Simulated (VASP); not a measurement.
# C4F (Cmmm) in VASP: further runs

Runs on C4F. Level: PBE+D3(BJ). Tasks: single point, relaxation of cell and atoms.

Program: VASP 6.6.1. These are calculated values, not measurements. Logs are shortened: lines on timing, memory, paths and dates and some standing lists are left out, and cuts for length are marked.

## 1. The cell of the first run

The structure is orthorhombic, space group Cmmm (No. 65). The conventional cell has a = 5.442 Å, b = 7.861 Å, c = 2.371 Å, α = 90.00°, β = 90.00°, γ = 90.00°. Within 2.4 Å of C (site symmetry 2mm) lie 7 C at 1.73 to 2.37 Å and 1 F at 1.75 Å. C (site symmetry m2m) has 5 C at 1.60 to 1.73 Å within 2.1 Å. F (site symmetry mmm) has 2 C at 1.75 Å and 2 F at 2.37 Å within 2.4 Å.

The cell was built from a structure type or drawn by symmetry, and may not be a known phase.

## 2. Single point, PBE+D3(BJ)

INCAR reads:

```
SYSTEM = C4F
PREC     = Accurate       ! precision mode
ENCUT    = 520            ! plane-wave cutoff, eV
EDIFF    = 1E-6           ! SCF threshold, eV
ISMEAR   = 0              ! smearing method
SIGMA    = 0.1            ! smearing width, eV
LREAL    = .FALSE.        ! projectors in reciprocal space
LASPH    = .TRUE.         ! aspherical terms in the spheres
NELM     = 80             ! most SCF steps
ALGO     = Normal         ! electronic algorithm
ISIF     = 2              ! what is computed and relaxed
LWAVE    = .FALSE.        ! write WAVECAR
LCHARG   = .FALSE.        ! write CHGCAR
GGA      = PE             ! functional
IVDW     = 12             ! dispersion correction
NBANDS   = 20             ! bands
```

KPOINTS reads:

```
Automatic mesh
0
G
  4 4 6
  0 0 0
```

POSCAR reads:

```
C4F
1.0
    3.9305138556     -2.7207532464      0.0000000000
    3.9305138556      2.7207532464      0.0000000000
    0.0000000000      0.0000000000      2.3710179032
C F
4 1
Direct
    0.8213910918      0.1786089082      0.5000000000
    0.1015910626      0.1015910626      0.0000000000
    0.8984089374      0.8984089374      0.0000000000
    0.1786089082      0.8213910918      0.5000000000
    0.5000000000      0.5000000000      0.5000000000
```

Potentials or basis: VASP PAW PBE potentials, release 64 (C, F).

Command:

```sh
$ cat potpaw_PBE.64/C/POTCAR potpaw_PBE.64/F/POTCAR > POTCAR
$ mpirun -np 1 vasp_std > vasp.out
```

OUTCAR:

```text
SYSTEM = C4F
   PREC = Accurate
   ENCUT = 520
   EDIFF = 1E-6
   ISMEAR = 0
   LREAL = .FALSE.
   LASPH = .TRUE.
   NELM = 80
   ISIF = 2
   GGA = PE
   IVDW = 12
 IVDW          = 12

 ion  position               nearest neighbor table
   1  0.821  0.179  0.500-   2 1.73   3 1.73   2 1.73   3 1.73   5 1.75   4 1.94
   2  0.102  0.102  0.000-   3 1.60   1 1.73   4 1.73   1 1.73   4 1.73
   3  0.898  0.898  0.000-   2 1.60   1 1.73   4 1.73   1 1.73   4 1.73
   4  0.179  0.821  0.500-   2 1.73   3 1.73   2 1.73   3 1.73   5 1.75   1 1.94
   5  0.500  0.500  0.500-   1 1.75   4 1.75

  LATTYP: Found a base centered orthorhombic cell.
 ALAT       =     5.4415064928
 B/A-ratio  =     1.4446417957
 C/A-ratio  =     0.4357282136

  Lattice vectors:

 A1 = (  -3.9305138556,  -2.7207532464,   0.0000000000)
 A2 = (   3.9305138556,  -2.7207532464,   0.0000000000)
 A3 = (   0.0000000000,   0.0000000000,   2.3710179032)

Analysis of symmetry for initial positions (statically):
=====================================================================
 Subroutine PRICEL returns:
 Original cell was already a primitive cell.

 Routine SETGRP: Setting up the symmetry group for a
 base centered orthorhombic supercell.

 Subroutine GETGRP returns: Found  8 space group operations
 (whereof  8 operations were pure point group operations)
 out of a pool of  8 trial point group operations.

The static configuration has the point symmetry D_2h.

Analysis of symmetry for dynamics (positions and initial velocities):
=====================================================================
 Subroutine PRICEL returns:
 Original cell was already a primitive cell.

 Routine SETGRP: Setting up the symmetry group for a
 base centered orthorhombic supercell.

 Subroutine GETGRP returns: Found  8 space group operations
 (whereof  8 operations were pure point group operations)
 out of a pool of  8 trial point group operations.

The dynamic configuration has the point symmetry D_2h.

 Subroutine INISYM returns: Found  8 space group operations
 (whereof  8 operations are pure point group operations),
 and found     1 'primitive' translations

----------------------------------------------------------------------------------------

                                     Primitive cell

  volume of cell :      50.7111

  direct lattice vectors                    reciprocal lattice vectors
     3.930513856 -2.720753246  0.000000000     0.127209830 -0.183772637  0.000000000
     3.930513856  2.720753246  0.000000000     0.127209830  0.183772637  0.000000000
[... 94 lines left out ...]
   NSW    =      0    number of steps for IOM
   IBRION =     -1    ionic relax: 0-MD 1-quasi-New 2-CG
   NFREE  =      0    steps in history (QN), initial steepest desc. (CG)
   ISIF   =      2    stress and relaxation
   ISYM   =      2    0-nonsym 1-usesym 2-fastsym
   POTIM  = 0.5000    time-step for ionic-motion
   TEBEG  =    0.0;   TEEND  =   0.0 temperature during run
   PSTRESS=    0.0 pullay stress
   NELECT =      23.0000    total number of electrons
   NUPDOWN=      -1.0000    fix difference up-down
   EMIN   =  10.00;   EMAX   =-10.00  energy-range for DOS
   EFERMI =   0.00;   METHOD = LEGACY
   ISMEAR =     0;   SIGMA  =   0.10  broadening in eV -4-tet -1-fermi 0-gaus
   EFERMI_NEDOS =   21; number of points for ismear=-14 and -15
   IALGO  =     38    algorithm
   IMIX   =      4    mixing-type and parameters
     AMIX     =   0.40;   BMIX     =  1.00
     AMIX_MAG =   1.60;   BMIX_MAG =  1.00
  volume/ion in A,a.u.               =      10.14        68.44
  Fermi-wavevector in a.u.,A,eV,Ry     =   1.257814  2.376923 21.525715  1.582095
  Thomas-Fermi vector in A             =   2.391454
   LORBIT       =      0    0 simple, 1 ext, 2 COOP (PROOUT), +10 PAW based schemes
   GGA     = PE    functional components
   LHFCALC =     F    Hartree Fock is set to
   AEXX    =    0.0000 exact exchange contribution
   IVDW    =    12    specifies the selected vdW correction
   LEPSILON=     F    determine dielectric tensor
   LRPA    =     F    only Hartree local field effects (RPA)
 non-spin polarized calculation
 Gauss-broadening in eV      SIGMA  =   0.10
  energy-cutoff  :      520.00
  volume of cell :       50.71
 maximum number of plane-waves:      1386
   NGX = 17   NGY = 17   NGZ =  9

 number of electron      22.9999992 magnetization

 Free energy of the ion-electron system (eV)
  ---------------------------------------------------
  ext. energy  EPLUGINS =         0.00000000
  ---------------------------------------------------
  free energy    TOTEN  =       -26.39189793 eV

  energy without entropy =      -26.38229904  energy(sigma->0) =      -26.38709849

 E-fermi :   2.8711     XC(G=0):  -9.8396

 val. band max:        2.8705969267   @ k =   0.5000   0.2500   0.3333
 cond. band min:       2.9273632274   @ k =   0.2500   0.0000   0.3333
 fundamental gap:      0.0567663008
 Fermi energy:         2.8710762225

 k-point     1 :       0.0000    0.0000    0.0000
  band No.  band energies     occupation
      1     -21.7481      2.00000
      2     -19.1953      2.00000
      3     -10.8668      2.00000
      4      -8.0315      2.00000
      5      -4.2770      2.00000
      6      -2.3860      2.00000
[... 541 lines left out ...]
     19      10.9604      0.00000
     20      11.9774      0.00000

 [... further k-points ...]

------------------------ aborting loop because EDIFF is reached ----------------------------------------

 Edisp (eV)   -0.43658

 E8    (eV) :    -0.1185

  FORCE on cell =-STRESS in cart. coord.  units (eV):
  Direction    XX          YY          ZZ          XY          YZ          ZX
  --------------------------------------------------------------------------------------
  -------------------------------------------------------------------------------------
  Total       0.11817     0.01826     0.05657    -0.00000     0.00000     0.00000
  in kB       3.73346     0.57703     1.78727    -0.00000     0.00000     0.00000
  external pressure =        2.03 kB  Pullay stress =        0.00 kB

 VOLUME and BASIS-vectors are now :
 -----------------------------------------------------------------------------
  energy-cutoff  :      520.00
  volume of cell :       50.71
      direct lattice vectors                 reciprocal lattice vectors
     3.930513856 -2.720753246  0.000000000     0.127209830 -0.183772637  0.000000000
     3.930513856  2.720753246  0.000000000     0.127209830  0.183772637  0.000000000
     0.000000000  0.000000000  2.371017903     0.000000000  0.000000000  0.421759785

 POSITION                                       TOTAL-FORCE (eV/Angst)
 -----------------------------------------------------------------------------------
      3.93051     -1.74885      1.18551         0.000000      0.043603      0.000000
      0.79861      0.00000      0.00000         0.077573      0.000000      0.000000
      7.06242      0.00000      0.00000        -0.077573      0.000000     -0.000000
      3.93051      1.74885      1.18551         0.000000     -0.043603     -0.000000
      3.93051      0.00000      1.18551        -0.000000      0.000000     -0.000000
 -----------------------------------------------------------------------------------
    total drift:                                0.000000      0.000000      0.000000

  FREE ENERGIE OF THE ION-ELECTRON SYSTEM (eV)
  ---------------------------------------------------
  free  energy   TOTEN  =       -26.8284813796 eV

  energy  without entropy=      -26.8188824968  energy(sigma->0) =      -26.82368194
```

OSZICAR:

```text
N       E                     dE             d eps       ncg     rms          rms(c)
DAV:   1     0.813659057342E+02    0.81366E+02   -0.11673E+04  1120   0.103E+03
DAV:   2    -0.217155479453E+02   -0.10308E+03   -0.99547E+02  1472   0.220E+02
DAV:   3    -0.267356541996E+02   -0.50201E+01   -0.49292E+01  1396   0.434E+01
DAV:   4    -0.267898379124E+02   -0.54184E-01   -0.54127E-01  1428   0.510E+00
DAV:   5    -0.267902261849E+02   -0.38827E-03   -0.38826E-03  1340   0.442E-01    0.585E+00
DAV:   6    -0.264348004998E+02    0.35543E+00   -0.82771E-01  1344   0.675E+00    0.338E+00
DAV:   7    -0.263965641150E+02    0.38236E-01   -0.14161E-01  1312   0.298E+00    0.178E+00
DAV:   8    -0.263902884284E+02    0.62757E-02   -0.37358E-02  1260   0.140E+00    0.518E-01
DAV:   9    -0.263916963647E+02   -0.14079E-02   -0.32204E-03  1256   0.408E-01    0.125E-01
DAV:  10    -0.263919160859E+02   -0.21972E-03   -0.10008E-03  1328   0.231E-01    0.484E-02
DAV:  11    -0.263918867761E+02    0.29310E-04   -0.12768E-04  1292   0.879E-02    0.125E-02
DAV:  12    -0.263918977872E+02   -0.11011E-04   -0.26266E-05  1176   0.349E-02    0.584E-03
DAV:  13    -0.263918979265E+02   -0.13927E-06   -0.15748E-06  1088   0.991E-03
   1 F= -.26828481E+02 E0= -.26823682E+02  d E =-.959888E-02
```

stdout:

```text
POSCAR found type information on POSCAR C F
 POSCAR found :  2 types and       5 ions
 scaLAPACK will be used
 LDA part: xc-table for (Slater+PW92), standard interpolation
 POSCAR, INCAR and KPOINTS ok, starting setup
 FFT: planning ... GRIDC
 FFT: planning ... GRID_SOFT
 FFT: planning ... GRID
 WAVECAR not read
 entering main loop
```

Run time: 24 s. Hardware: 1 thread of Intel Xeon Platinum 8259CL at 2.50GHz (Skylake/Cascade Lake), shared host; peak memory 0.17 GiB.

What came out:

```yaml
Free_energy: -26.8285 eV
Pressure: 0.2 GPa
Largest_force: 0.078 eV/Å
Band_gap_on_the_k_mesh: zero (an odd number of electrons rules out a gap without spin polarisation)
Dispersion_energy_per_atom: -0.087 eV
```

Forces in eV/Å, atoms in the order of the input:
```
C    0.000  0.044  0.000
C    0.078  0.000  0.000
C   -0.078  0.000  0.000
C    0.000 -0.044  0.000
F    0.000  0.000  0.000
```

Stress tensor (GPa, compression positive):
```
0.37 0.00 0.00
0.00 0.06 0.00
0.00 0.00 0.18
```

Levels at points of the mesh, in eV from the Fermi level:
```
           k point  band 9  band 10  band 11  band 12  band 13  band 14
(0.00, 0.00, 0.00)   -4.79    -3.00    -2.90     2.42     2.57     2.96
(0.50, 0.00, 0.00)   -3.70    -3.26     1.00     1.08     2.28     2.67
(0.50, 0.50, 0.00)   -4.37    -3.01    -2.98     2.41     2.52     3.06
(0.00, 0.00, 0.50)   -4.36    -3.63    -1.65    -1.47    -0.19     0.85
(0.50, 0.00, 0.50)   -5.39    -4.69    -1.44     0.48     1.16     2.72
(0.50, 0.50, 0.50)   -4.22    -3.66    -1.42    -1.06     0.16     1.42
```

Caveat: the k points lie up to 0.44 Å⁻¹ apart, too coarse for converged energies and pressures of a metal; an odd number of electrons without spin polarisation forces a metal; a magnetic or distorted state may lie lower.

## 3. Single point, PBE+D3(BJ)

This run uses another cell than the first one, of 12.29 Å³/atom.

INCAR reads:

```
PREC     = Accurate       # precision mode
ENCUT    = 520            # plane-wave cutoff, eV
EDIFF    = 1E-6           # SCF threshold, eV
ISMEAR   = 0              # smearing method
SIGMA    = 0.1            # smearing width, eV
LREAL    = F              # projectors in reciprocal space
LASPH    = T              # aspherical terms in the spheres
NELM     = 100            # most SCF steps
ALGO     = Normal         # electronic algorithm
ISIF     = 2              # what is computed and relaxed
LWAVE    = F              # write WAVECAR
LCHARG   = F              # write CHGCAR
GGA      = PE             # functional
IVDW     = 12             # dispersion correction
NBANDS   = 20             # bands
```

KPOINTS reads:

```
regular mesh
0
Gamma
  4 4 6
```

POSCAR reads:

```
C4F
1.0
    3.0408057800     -3.6466680400      0.0000000000
    3.0408057800      3.6466680400      0.0000000000
    0.0000000000      0.0000000000      2.7708797000
C F
4 1
Direct
    0.7327440800      0.2672559200      0.5000000000
    0.2835574700      0.2835574700      0.0000000000
    0.7164425300      0.7164425300      0.0000000000
    0.2672559200      0.7327440800      0.5000000000
    0.5000000000      0.5000000000      0.5000000000
```

Potentials or basis: VASP PAW PBE potentials, release 64 (C, F).

Command:

```sh
$ cat potpaw_PBE.64/C/POTCAR potpaw_PBE.64/F/POTCAR > POTCAR
$ mpirun -np 1 vasp_std > vasp.out
```

Wall time 32 s (1 thread of Intel Xeon Platinum 8259CL at 2.50GHz (Skylake/Cascade Lake), shared host); peak memory 0.19 GiB.

The run converged. Its results:

```
Free energy                : -14.8611 eV
Pressure                   : 2.6 GPa
Largest force              : 2.465 eV/Å
Band gap on the k mesh     : zero (an odd number of electrons rules out a gap without spin polarisation)
Dispersion energy per atom : -0.158 eV
```

Forces in eV/Å, atoms in the order of the input:
```
C    0.000 -2.153  0.000
C   -2.465  0.000  0.000
C    2.465  0.000  0.000
C    0.000  2.153  0.000
F    0.000  0.000  0.000
```

Stress tensor (GPa, compression positive):
```
1.16 0.00 0.00
0.00 5.64 0.00
0.00 0.00 0.90
```

Levels at points of the mesh, in eV from the Fermi level:
| k point | band 8 | band 9 | band 10 | band 11 | band 12 | band 13 | band 14 | band 15 |
| --- | --- | --- | --- | --- | --- | --- | --- | --- |
| (0.00, 0.00, 0.00) | -5.08 | -4.08 | -2.11 | -0.20 | 0.91 | 1.78 | 1.99 | 2.12 |
| (0.50, 0.00, 0.00) | -4.56 | -2.59 | -1.18 | -0.31 | 0.93 | 1.34 | 1.51 | 1.62 |
| (0.50, 0.50, 0.00) | -5.31 | -0.97 | -0.79 | -0.56 | 0.57 | 1.41 | 1.70 | 1.80 |
| (0.00, 0.00, 0.50) | -4.73 | -2.51 | -1.13 | -0.97 | -0.88 | -0.20 | 0.99 | 1.07 |
| (0.50, 0.00, 0.50) | -5.03 | -3.30 | -1.68 | -1.38 | 0.40 | 0.42 | 0.52 | 0.81 |
| (0.50, 0.50, 0.50) | -5.34 | -4.12 | -1.92 | -1.34 | -1.01 | 0.92 | 1.49 | 1.51 |

Caveat: the k points lie up to 0.38 Å⁻¹ apart, too coarse for converged energies and pressures of a metal; an odd number of electrons without spin polarisation forces a metal; a magnetic or distorted state may lie lower.

(Continued in part 2 of 2.)
